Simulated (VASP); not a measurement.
H:

```
H
1.0
    -1.69153    1.69153    2.05847
     1.69153   -1.69153    2.05847
     1.69153    1.69153   -2.05847
H
2
Direct
  0.09014 0.09014 0.00000
  0.90986 0.90986 0.00000
```

* Program: VASP 6.6.1
* Task: relaxation of cell and atoms
* Functional: PBE
* Potentials or basis: VASP PAW PBE potentials, release 64 (H)
* Cutoff: 600 eV
* k mesh: 11 × 11 × 11
* Occupations: fermi-dirac, width 0.05 eV
* Spin: no spin polarisation

At the start: pressure 0.8 GPa; volume 11.78 Å³/atom.

Problem. How do energy, volume and symmetry change on relaxing?

Solution. Over 12 steps the energy falls by 2.4 meV/atom and the volume is 13.80 Å³/atom (+17.1 %); space group I4/mmm (No. 139, to 0.05 Å).

Step by step:
```csv
step,energy change (eV),largest force (eV/Å),pressure (GPa),volume (Å³)
1,0.0000,0.2568,0.76,23.56
2,0.0066,0.7069,-0.89,23.75
3,-0.0010,0.0166,0.31,23.61
4,-0.0010,0.0121,0.32,23.61
5,-0.0012,0.0118,0.31,23.68
6,-0.0016,0.0114,0.29,23.89
7,-0.0023,0.0098,0.25,24.31
8,-0.0035,0.0032,0.17,25.18
9,-0.0047,0.0227,0.07,26.96
10,-0.0048,0.0324,0.05,27.57
11,0.0078,0.8739,-1.31,28.28
12,-0.0048,0.0076,-0.01,27.60
```

Final structure:
```
CELL_PARAMETERS angstrom
-1.78295 1.78295 2.17027
1.78295 -1.78295 2.17027
1.78295 1.78295 -2.17027
ATOMIC_POSITIONS crystal
H 0.08643 0.08643 0.00000
H 0.91357 0.91357 0.00000
```

Caveat: the volume moved by over 15 % at a fixed basis, so the end points are rough.
